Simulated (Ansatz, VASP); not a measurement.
# One calculation of TaN, two programs

File INCAR:

```
SYSTEM = TaN
  PREC = Accurate
  ENCUT = 520
  EDIFF = 1E-6
  ISMEAR = -1
  SIGMA = 0.08
  LREAL = .FALSE.
  LASPH = .TRUE.
  NELM = 60
  ALGO = Normal
  ISIF = 2
  LWAVE = .FALSE.
  LCHARG = .FALSE.
  GGA = PS
  NBANDS = 15
```

Contents of KPOINTS:

```
Automatic mesh
0
G
  15 15 15
  0 0 0
```

Contents of POSCAR:

```
TaN
1.0
    0.0000000000      2.0965289940      2.0965289940
    2.0965289940      0.0000000000      2.0965289940
    2.0965289940      2.0965289940      0.0000000000
Ta N
1 1
Direct
    0.0000000000      0.0000000000      0.0000000000
    0.5000000000      0.5000000000      0.5000000000
```

Input for Ansatz:

```yaml
crystal:
  lattice:
    - [0.0, 2.096528994, 2.096528994]
    - [2.096528994, 0.0, 2.096528994]
    - [2.096528994, 2.096528994, 0.0]
  atoms:
    - { symbol: Ta, position: [0.0, 0.0, 0.0] }
    - { symbol: "N", position: [0.5, 0.5, 0.5] }
kpoints:
  mp_grid: { grid: [15, 15, 15] }
scf:
  occupations: { method: fermi_dirac, width: 0.08 }
hamiltonian:
  xc: pbesol
  pseudopotentials: { kind: paw }
output:
  forces: true
  stress: true
  eigenvalues: true
  populations: true
  write_density: true
  write_potential: true
  elf: true
  volumetric_format: npy
```

Change from the starting cell: volume scaled by 0.88, PAW files.

Alike in both runs: task single point; functional PBEsol; k mesh 15 × 15 × 15; occupations fermi-dirac, width 0.08 eV; no spin polarisation.

|  | VASP | Ansatz |
| --- | --- | --- |
| version | VASP 6.6.1 | Ansatz 0.2.0 |
| potentials or method | VASP PAW PBE potentials, release 64 (Ta_pv, N) | PAW with Ansatz's default frozen-core files, scalar-relativistic |
| plane-wave cutoff (eV) | 520 | 420 |
| valence electrons in the cell | 16 | 18 |

|  | VASP | Ansatz | Ansatz less VASP |
| --- | --- | --- | --- |
| pressure (GPa) | 62.4 | 60.4 | -1.98 |

VASP's potentials were made for PBE, not for PBEsol. Both programs put the cell under a high pressure, so it lies far from rest at this level. VASP's potentials hold 16 valence electrons a cell and Ansatz's 18, so a difference there can come from the potentials and not from the codes.

Neither program's run includes spin-orbit coupling. Noted on VASP's run: the cell as given lies far from equilibrium.
